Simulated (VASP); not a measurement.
# Pd3I (I4/mmm) in VASP: notebook

Pd3I is run at these levels: PBE+U; tasks: single point.

All numbers are computed with VASP 6.6.1; they aren't measurements. Logs are shortened: lines on timing, memory, paths and dates and some standing lists are left out, and cuts for length are marked.

**1. The cell of the first run**

Symmetry: I4/mmm, No. 139, tetragonal system. Conventional cell: a = 4.294 Å, b = 4.294 Å, c = 7.752 Å, α = 90.00°, β = 90.00°, γ = 90.00°. Within 3.9 Å of I (site symmetry 4/mmm) lie 14 Pd at 2.89 to 3.88 Å. Within 3.9 Å of Pd (site symmetry 4/mmm) lie 8 Pd at 2.89 Å and 6 I at 3.04 to 3.88 Å. Within 3.9 Å of Pd (site symmetry -4m2) lie 4 I at 2.89 Å and 10 Pd at 2.89 to 3.88 Å.

**2. Single point, PBE+U**

Contents of INCAR:

```
  ALGO = Normal
  EDIFF = 1E-6
  ENCUT = 520
  GGA = PE
  ISIF = 2
  ISMEAR = -1
  LASPH = T
  LCHARG = T
  LDAU = T
  LDAUJ = 0 0
  LDAUL = -1 2
  LDAUPRINT = 1
  LDAUTYPE = 2
  LDAUU = 0 1
  LELF = T
  LMAXMIX = 4
  LREAL = F
  LVHAR = T
  LWAVE = F
  NBANDS = 26
  NELM = 150
  PREC = Accurate
  SIGMA = 0.05
```

Contents of KPOINTS:

```
k-points
0
Gamma
  9 9 9
```

Contents of POSCAR:

```
Pd3I
1.0
   -2.1469490000      2.1469490000      3.8759100000
    2.1469490000     -2.1469490000      3.8759100000
    2.1469490000      2.1469490000     -3.8759100000
I Pd
1 3
Direct
    0.0000000000      0.0000000000      0.0000000000
    0.5000000000      0.5000000000      0.0000000000
    0.2500000000      0.7500000000      0.5000000000
    0.7500000000      0.2500000000      0.5000000000
```

Potentials or basis: VASP PAW PBE potentials, release 64 (I, Pd).

Launch:

```sh
$ cat potpaw_PBE.64/I/POTCAR potpaw_PBE.64/Pd/POTCAR > POTCAR
$ mpirun -np 1 vasp_std > vasp.out
```

OUTCAR:

```text
EDIFF = 1E-6
   ENCUT = 520
   GGA = PE
   ISIF = 2
   ISMEAR = -1
   LASPH = T
   LREAL = F
   NELM = 150
   PREC = Accurate

 ion  position               nearest neighbor table
   1  0.000  0.000  0.000-   4 2.89   3 2.89   3 2.89   4 2.89   3 2.89   4 2.89   4 2.89   3 2.89
                             2 3.04   2 3.04   2 3.04   2 3.04
   2  0.500  0.500  0.000-   3 2.89   4 2.89   3 2.89   4 2.89   3 2.89   4 2.89   3 2.89   4 2.89
                             1 3.04   1 3.04   1 3.04   1 3.04
   3  0.250  0.750  0.500-   1 2.89   2 2.89   1 2.89   2 2.89   1 2.89   2 2.89   1 2.89   2 2.89
                             4 3.04   4 3.04   4 3.04   4 3.04
   4  0.750  0.250  0.500-   2 2.89   1 2.89   1 2.89   2 2.89   1 2.89   2 2.89   2 2.89   1 2.89
                             3 3.04   3 3.04   3 3.04   3 3.04

  LATTYP: Found a body centered tetragonal cell.
 ALAT       =     4.2938980000
 C/A-ratio  =     1.8053106990

  Lattice vectors:

 A1 = (  -2.1469490000,   2.1469490000,   3.8759100000)
 A2 = (   2.1469490000,  -2.1469490000,   3.8759100000)
 A3 = (   2.1469490000,   2.1469490000,  -3.8759100000)

Analysis of symmetry for initial positions (statically):
=====================================================================
 Subroutine PRICEL returns:
 Original cell was already a primitive cell.

 Routine SETGRP: Setting up the symmetry group for a
 body centered tetragonal supercell.

 Subroutine GETGRP returns: Found 16 space group operations
 (whereof 16 operations were pure point group operations)
 out of a pool of 16 trial point group operations.

The static configuration has the point symmetry D_4h.

Analysis of symmetry for dynamics (positions and initial velocities):
=====================================================================
 Subroutine PRICEL returns:
 Original cell was already a primitive cell.

 Routine SETGRP: Setting up the symmetry group for a
 body centered tetragonal supercell.

 Subroutine GETGRP returns: Found 16 space group operations
 (whereof 16 operations were pure point group operations)
 out of a pool of 16 trial point group operations.

The dynamic configuration has the point symmetry D_4h.

 Subroutine INISYM returns: Found 16 space group operations
 (whereof 16 operations are pure point group operations),
 and found     1 'primitive' translations

----------------------------------------------------------------------------------------

                                     Primitive cell

  volume of cell :      71.4623

  direct lattice vectors                    reciprocal lattice vectors
    -2.146949000  2.146949000  3.875910000     0.000000000  0.232888625  0.129001963
     2.146949000 -2.146949000  3.875910000     0.232888625  0.000000000  0.129001963
     2.146949000  2.146949000 -3.875910000     0.232888625  0.232888625  0.000000000

  length of vectors
     4.923561551  4.923561551  4.923561551     0.266230385  0.266230385  0.329354252

  position of ions in fractional coordinates (direct lattice)
     0.000000000  0.000000000  0.000000000
     0.500000000  0.500000000  0.000000000
     0.250000000  0.750000000  0.500000000
     0.750000000  0.250000000  0.500000000

  ion indices of the primitive-cell ions
   primitive index   ion index
                 1           1
                 2           2
                 3           3
                 4           4

----------------------------------------------------------------------------------------

 KPOINTS: k-points

[... 26 lines left out ...]
  0.222222  0.000000 -0.000000      8.000000
  0.333333  0.000000 -0.000000      8.000000
  0.444444  0.000000 -0.000000      8.000000
  0.111111  0.111111 -0.000000      8.000000
[... 16 lines left out ...]
 -0.333333  0.333333  0.000000      4.000000
  0.444444  0.444444 -0.000000      8.000000
 [... further k-points ...]
   k-points           NKPTS =     75   k-points in BZ     NKDIM =     75   number of bands    NBANDS=     26
   number of dos      NEDOS =    301   number of ions     NIONS =      4
   total plane-waves  NPLWV =  64000
   dimension x,y,z NGX =    40 NGY =   40 NGZ =   40
   dimension x,y,z NGXF=    80 NGYF=   80 NGZF=   80
   ions per type =               1   3
   NGX,Y,Z   is equivalent  to a cutoff of  13.51, 13.51, 13.51 a.u.
   NGXF,Y,Z  is equivalent  to a cutoff of  27.01, 27.01, 27.01 a.u.
 SYSTEM =  unknown system
   PREC   = accura    normal or accurate (medium, high low for compatibility)
   ISTART =      0    job   : 0-new  1-cont  2-samecut
   ICHARG =      2    charge: 1-file 2-atom 10-const
   ISPIN  =      1    spin polarized calculation?
   LNONCOLLINEAR =      F non collinear calculations
   LSORBIT =      F    spin-orbit coupling
   LASPH  =      T    aspherical Exc in radial PAW
   ENCUT  =  520.0 eV  38.22 Ry    6.18 a.u.   9.15  9.15  9.15*2*pi/ulx,y,z
   NELM   =    150;   NELMIN=  2; NELMDL= -5     # of ELM steps
   EDIFF  = 0.1E-05   stopping-criterion for ELM
   LREAL  =      F    real-space projection
   EDIFFG = 0.1E-04   stopping-criterion for IOM
   NSW    =      0    number of steps for IOM
   IBRION =     -1    ionic relax: 0-MD 1-quasi-New 2-CG
   NFREE  =      0    steps in history (QN), initial steepest desc. (CG)
   ISIF   =      2    stress and relaxation
   ISYM   =      2    0-nonsym 1-usesym 2-fastsym
   POTIM  = 0.5000    time-step for ionic-motion
   TEBEG  =    0.0;   TEEND  =   0.0 temperature during run
   PSTRESS=    0.0 pullay stress
   NELECT =      37.0000    total number of electrons
   NUPDOWN=      -1.0000    fix difference up-down
   EMIN   =  10.00;   EMAX   =-10.00  energy-range for DOS
   EFERMI =   0.00;   METHOD = LEGACY
   ISMEAR =    -1;   SIGMA  =   0.05  broadening in eV -4-tet -1-fermi 0-gaus
   EFERMI_NEDOS =   21; number of points for ismear=-14 and -15
   IALGO  =     38    algorithm
   IMIX   =      4    mixing-type and parameters
     AMIX     =   0.40;   BMIX     =  1.00
     AMIX_MAG =   1.60;   BMIX_MAG =  1.00
  volume/ion in A,a.u.               =      17.87       120.56
  Fermi-wavevector in a.u.,A,eV,Ry     =   1.314568  2.484173 23.512076  1.728089
  Thomas-Fermi vector in A             =   2.444812
   LORBIT       =      0    0 simple, 1 ext, 2 COOP (PROOUT), +10 PAW based schemes
 LDA+U is selected, type is set to LDAUTYPE =  2
   angular momentum for each species LDAUL =    -1    2
   U (eV)           for each species LDAUU =   0.0  1.0
   J (eV)           for each species LDAUJ =   0.0  0.0
   GGA     = PE    functional components
   LHFCALC =     F    Hartree Fock is set to
   AEXX    =    0.0000 exact exchange contribution
   IVDW    =     0    specifies the selected vdW correction
   LEPSILON=     F    determine dielectric tensor
   LRPA    =     F    only Hartree local field effects (RPA)
 non-spin polarized calculation
  energy-cutoff  :      520.00
  volume of cell :       71.46
 maximum number of plane-waves:      1937
 NGX is ok and might be reduce to    40
   NGX = 19   NGY = 19   NGZ = 19

atom =   2  type =  2  l = 2

 onsite density matrix

spin component  1
[... 83 lines left out ...]
  o =  0.8474  v =  0.0000 -0.0168 -0.0000  0.9999  0.0000  0.0000  0.0000  0.0000  0.0000  0.0000      0.0000  0.0000  0.0000  0.0000  0.0000  0.0000  0.0000  0.0000  0.0000  0.0000
  o =  0.8474  v =  0.0000  0.0000  0.0000  0.0000  0.0000  0.0000 -0.0168 -0.0000  0.9999  0.0000      0.0000  0.0000  0.0000  0.0000  0.0000  0.0000  0.0000  0.0000  0.0000  0.0000
  o =  0.8474  v =  0.0000  0.9999  0.0000  0.0168 -0.0000  0.0000  0.0000  0.0000  0.0000  0.0000      0.0000  0.0000  0.0000  0.0000  0.0000  0.0000  0.0000  0.0000  0.0000  0.0000
  o =  0.8474  v =  0.0000  0.0000  0.0000  0.0000  0.0000  0.0000  0.9999  0.0000  0.0168 -0.0000      0.0000  0.0000  0.0000  0.0000  0.0000  0.0000  0.0000  0.0000  0.0000  0.0000
  o =  0.8807  v =  0.0000  0.0000  0.0000  0.0000  0.0000  0.0000  0.0000 -0.0000 -0.0000  1.0000      0.0000  0.0000  0.0000  0.0000  0.0000  0.0000  0.0000  0.0000  0.0000  0.0000
  o =  0.8807  v =  0.0000  0.0000 -0.0000 -0.0000  1.0000  0.0000  0.0000  0.0000  0.0000  0.0000      0.0000  0.0000  0.0000  0.0000  0.0000  0.0000  0.0000  0.0000  0.0000  0.0000
  o =  0.9060  v =  1.0000  0.0000  0.0000  0.0000  0.0000  0.0000  0.0000  0.0000  0.0000  0.0000      0.0000  0.0000  0.0000  0.0000  0.0000  0.0000  0.0000  0.0000  0.0000  0.0000
  o =  0.9060  v =  0.0000  0.0000  0.0000  0.0000  0.0000  1.0000  0.0000  0.0000  0.0000  0.0000      0.0000  0.0000  0.0000  0.0000  0.0000  0.0000  0.0000  0.0000  0.0000  0.0000
  o =  0.9145  v =  0.0000  0.0000  0.0000  0.0000  0.0000  0.0000 -0.0000  1.0000  0.0000  0.0000      0.0000  0.0000  0.0000  0.0000  0.0000  0.0000  0.0000  0.0000  0.0000  0.0000
  o =  0.9145  v =  0.0000 -0.0000  1.0000  0.0000  0.0000  0.0000  0.0000  0.0000  0.0000  0.0000      0.0000  0.0000  0.0000  0.0000  0.0000  0.0000  0.0000  0.0000  0.0000  0.0000

 number of electron      36.9999997 magnetization

 Free energy of the ion-electron system (eV)
  ---------------------------------------------------
  ext. energy  EPLUGINS =         0.00000000
  ---------------------------------------------------
  free energy    TOTEN  =       -14.84231515 eV

  energy without entropy =      -14.81949647  energy(sigma->0) =      -14.83090581

 E-fermi :   9.4904     XC(G=0): -12.0903

 val. band max:        9.4811886380   @ k =   0.3333   0.1111   0.1111
 cond. band min:       9.4918055139   @ k =   0.0000   0.0000   0.0000
 fundamental gap:      0.0106168759
 Fermi energy:         9.4903888950

 k-point     1 :       0.0000    0.0000    0.0000
  band No.  band energies     occupation
      1      -5.4987      2.00000
      2       3.7586      2.00000
      3       3.9566      2.00000
      4       3.9566      2.00000
      5       5.1269      2.00000
      6       5.5191      2.00000
[... 685 lines left out ...]
     25      17.3617      0.00000
     26      17.7665      0.00000

 [... further k-points ...]

------------------------ aborting loop because EDIFF is reached ----------------------------------------

  FORCE on cell =-STRESS in cart. coord.  units (eV):
  Direction    XX          YY          ZZ          XY          YZ          ZX
  --------------------------------------------------------------------------------------
  -------------------------------------------------------------------------------------
  Total       -0.6623727     -0.6623727     -0.7867705      0.0000000      0.0000000     -0.0000000
  in kB      -14.8503226    -14.8503226    -17.6393070      0.0000000      0.0000000     -0.0000000
  external PRESSURE =     -15.7799841 kB  Pullay stress =       0.0000000 kB

 VOLUME and BASIS-vectors are now :
 -----------------------------------------------------------------------------
  energy-cutoff  :      520.00
  volume of cell :       71.46
      direct lattice vectors                 reciprocal lattice vectors
    -2.146949000  2.146949000  3.875910000     0.000000000  0.232888625  0.129001963
     2.146949000 -2.146949000  3.875910000     0.232888625  0.000000000  0.129001963
     2.146949000  2.146949000 -3.875910000     0.232888625  0.232888625  0.000000000

 POSITION                                       TOTAL-FORCE (eV/Angst)
 -----------------------------------------------------------------------------------
      0.00000      0.00000      0.00000        -0.000000     -0.000000      0.000000
      0.00000      0.00000      3.87591        -0.000000     -0.000000      0.000000
      2.14695      0.00000      1.93796         0.000000     -0.000000     -0.000000
      0.00000      2.14695      1.93796         0.000000      0.000000      0.000000
 -----------------------------------------------------------------------------------
    total drift:                               -0.000000     -0.000000      0.000000

  FREE ENERGIE OF THE ION-ELECTRON SYSTEM (eV)
  ---------------------------------------------------
  free  energy   TOTEN  =       -14.8423151485 eV

  energy  without entropy=      -14.8194964741  energy(sigma->0) =      -14.83090581
```

It took 5.4 min on 1 thread of Intel Xeon 8259CL, shared host; peak memory 0.31 GiB.

What came out:

```
Free energy            : -14.8423 eV
Pressure               : -1.6 GPa
Band gap on the k mesh : zero (an odd number of electrons rules out a gap without spin polarisation)
```

Levels at points of the mesh, in eV from the Fermi level:
```tsv
k point	band 16	band 17	band 18	band 19	band 20	band 21	band 22	band 23
(0.00, 0.00, 0.00)	-1.18	-0.98	-0.51	0.00	0.00	4.98	4.98	5.25
```

Eigenvalues of the final occupation matrices:
| site | spin | trace | eigenvalues |
| --- | --- | --- | --- |
| site 2 d | 1 | 4.39 | 0.86 0.86 0.88 0.89 0.90 |
| site 2 d | 2 | 4.39 | 0.86 0.86 0.88 0.89 0.90 |
| site 3 d | 1 | 4.40 | 0.85 0.85 0.88 0.91 0.91 |
| site 3 d | 2 | 4.40 | 0.85 0.85 0.88 0.91 0.91 |
| site 4 d | 1 | 4.40 | 0.85 0.85 0.88 0.91 0.91 |
| site 4 d | 2 | 4.40 | 0.85 0.85 0.88 0.91 0.91 |

Caveat: spin-orbit coupling is left out, which moves the levels of the heavy elements; an odd number of electrons without spin polarisation forces a metal; a magnetic or distorted state may lie lower; U without spin polarisation on a metal has little footing.

**3. Single point, PBE+U**

Contents of INCAR:

```
SYSTEM = Pd3I
  ALGO = Normal
  EDIFF = 1E-6
  ENCUT = 520
  GGA = PE
  ISIF = 2
  ISMEAR = -1
  LASPH = .True.
  LCHARG = .False.
  LDAU = .True.
  LDAUJ = 0 0
  LDAUL = -1 2
  LDAUPRINT = 1
  LDAUTYPE = 2
  LDAUU = 0 2
  LMAXMIX = 4
  LREAL = .False.
  LWAVE = .False.
  NBANDS = 26
  NELM = 150
  PREC = Accurate
  SIGMA = 0.05
```

Contents of KPOINTS:

```
k-points
0
Gamma
  9 9 9
  0 0 0
```

POSCAR is that of step 2.

Potentials or basis: VASP PAW PBE potentials, release 64 (I, Pd).

Launch:

```sh
$ cat potpaw_PBE.64/I/POTCAR potpaw_PBE.64/Pd/POTCAR > POTCAR
$ mpirun -np 1 vasp_std > vasp.out
```

Run time: 3.1 min. Hardware: 1 thread of Intel Xeon 8259CL, shared host; peak memory 0.32 GiB.

The run converged. Its results:

- Free energy: -13.3193 eV
- Pressure: -2.7 GPa
- Band gap on the k mesh: zero (an odd number of electrons rules out a gap without spin polarisation)

Stress tensor (GPa, compression positive):
```
-2.61  0.00  0.00
 0.00 -2.61  0.00
 0.00  0.00 -2.93
```

Levels at points of the mesh, in eV from the Fermi level:
| k point | band 15 | band 16 | band 17 | band 18 | band 19 | band 20 | band 21 | band 22 | band 23 | band 24 |
| --- | --- | --- | --- | --- | --- | --- | --- | --- | --- | --- |
| (0.00, 0.00, 0.00) | -1.30 | -1.26 | -1.05 | -0.62 | 0.02 | 0.02 | 5.13 | 5.13 | 5.36 | 6.83 |

Eigenvalues of the final occupation matrices:
```csv
site,spin,trace,eigenvalues
site 2 d,1,4.45,0.87 0.87 0.89 0.90 0.91
site 2 d,2,4.45,0.87 0.87 0.89 0.90 0.91
site 3 d,1,4.45,0.86 0.86 0.89 0.92 0.92
site 3 d,2,4.45,0.86 0.86 0.89 0.92 0.92
site 4 d,1,4.45,0.86 0.86 0.89 0.92 0.92
site 4 d,2,4.45,0.86 0.86 0.89 0.92 0.92
```

Caveat: spin-orbit coupling is left out, which moves the levels of the heavy elements; an odd number of electrons without spin polarisation forces a metal; a magnetic or distorted state may lie lower; U without spin polarisation on a metal has little footing.

**4. Single point, PBE+U**

Contents of INCAR:

```
ALGO = Normal
EDIFF = 1E-6
ENCUT = 520
GGA = PE
ISIF = 2
ISMEAR = -1
LASPH = T
LCHARG = T
LDAU = T
LDAUJ = 0 0
LDAUL = -1 2
LDAUPRINT = 1
LDAUTYPE = 2
LDAUU = 0 3
LELF = T
LMAXMIX = 4
LREAL = F
LVHAR = T
LWAVE = F
NBANDS = 26
NELM = 150
PREC = Accurate
SIGMA = 0.05
```

Contents of KPOINTS:

```
k-points
0
Gamma
  9 9 9
```

POSCAR is that of step 3.

Launch:

```sh
$ cat potpaw_PBE.64/I/POTCAR potpaw_PBE.64/Pd/POTCAR > POTCAR
$ mpirun -np 1 vasp_std > vasp.out
```

Wall time 3.4 min (1 thread of Intel Xeon 8259CL, shared host); peak memory 0.32 GiB.

Results (log left out):

| Quantity | Value |
| --- | --- |
| Free energy | -11.9343 eV |
| Pressure | -3.9 GPa |
| Band gap on the k mesh | zero (an odd number of electrons rules out a gap without spin polarisation) |

Stress tensor (GPa, compression positive):
```
-3.78  0.00  0.00
 0.00 -3.78  0.00
 0.00  0.00 -4.13
```

Levels at points of the mesh, in eV from the Fermi level:
```csv
k point,band 17,band 18,band 19,band 20,band 21,band 22
"(0.00, 0.00, 0.00)",-1.11,-0.74,0.04,0.04,5.30,5.30
```

Eigenvalues of the final occupation matrices:
```
    site  spin  trace               eigenvalues
site 2 d     1   4.51  0.88 0.88 0.90 0.92 0.93
site 2 d     2   4.51  0.88 0.88 0.90 0.92 0.93
site 3 d     1   4.51  0.87 0.87 0.90 0.93 0.94
site 3 d     2   4.51  0.87 0.87 0.90 0.93 0.94
site 4 d     1   4.51  0.87 0.87 0.90 0.93 0.94
site 4 d     2   4.51  0.87 0.87 0.90 0.93 0.94
```

Caveat: the cell stands under tension; spin-orbit coupling is left out, which moves the levels of the heavy elements; an odd number of electrons without spin polarisation forces a metal; a magnetic or distorted state may lie lower; U without spin polarisation on a metal has little footing.

(Continued in part 2 of 2.)
